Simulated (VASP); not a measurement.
Wanted: the native input for a VASP 6.6.1 run.

```
Task                   : single point
Functional             : r2SCAN
Potentials or basis    : VASP PAW PBE potentials, release 64 (Zn, Se)
Cutoff                 : 520 eV
k mesh                 : 8 × 8 × 8
Occupations            : gaussian, width 0.02 eV
Spin                   : no spin polarisation
Dipole correction      : no
Further INCAR settings : ALGO = Normal; EDIFF = 1e-07; NBANDS = 16
```

Crystal: ZnSe.

```
CELL_PARAMETERS angstrom
0.00000 2.77511 2.77511
2.77511 0.00000 2.77511
2.77511 2.77511 0.00000
ATOMIC_POSITIONS crystal
Zn 0.00000 0.00000 0.00000
Se 0.25000 0.25000 0.25000
```

This cell differs from its parent crystal: volume scaled by 0.94.

These files were run (other wordings do the same):

POSCAR

```
ZnSe
1.0
    0.0000000000      2.7751138179      2.7751138179
    2.7751138179      0.0000000000      2.7751138179
    2.7751138179      2.7751138179      0.0000000000
Zn Se
1 1
Direct
    0.0000000000      0.0000000000      0.0000000000
    0.2500000000      0.2500000000      0.2500000000
```

INCAR.step1

```
  PREC = Accurate
  ENCUT = 520
  ISMEAR = 0
  SIGMA = 0.02
  LREAL = F
  LASPH = T
  NELM = 100
  NBANDS = 16
  GGA = PE
  ALGO = Normal
  EDIFF = 1E-4
  LWAVE = T
  LCHARG = F
```

INCAR.step2

```
  PREC = Accurate
  ENCUT = 520
  EDIFF = 1E-7
  ISMEAR = 0
  SIGMA = 0.02
  LREAL = F
  LASPH = T
  NELM = 100
  ALGO = Normal
  ISIF = 2
  LWAVE = F
  LCHARG = T
  METAGGA = R2SCAN
  LMIXTAU = T
  LELF = T
  LVHAR = T
  NBANDS = 16
  ISTART = 1
```

KPOINTS

```
regular mesh
0
Gamma
  8 8 8
```

Potentials or basis: VASP PAW PBE potentials, release 64 (Zn, Se).

The run is started by

```console
$ cat potpaw_PBE.64/Zn/POTCAR potpaw_PBE.64/Se/POTCAR > POTCAR
$ cp INCAR.step1 INCAR
$ mpirun -np 1 vasp_std > vasp.out
$ cp INCAR.step2 INCAR
$ mpirun -np 1 vasp_std > vasp.out
```

It gave:

* Pressure: 4.8 GPa
* Band gap on the k mesh: 2.15 eV, direct

Caveat: the PAW data sets were made with another functional, which shifts forces and pressure a little.

It took 52 s on 1 thread of Intel(R) Xeon(R) 6975P-C (Granite Rapids), with other jobs on the host, peak memory 0.18 GiB.
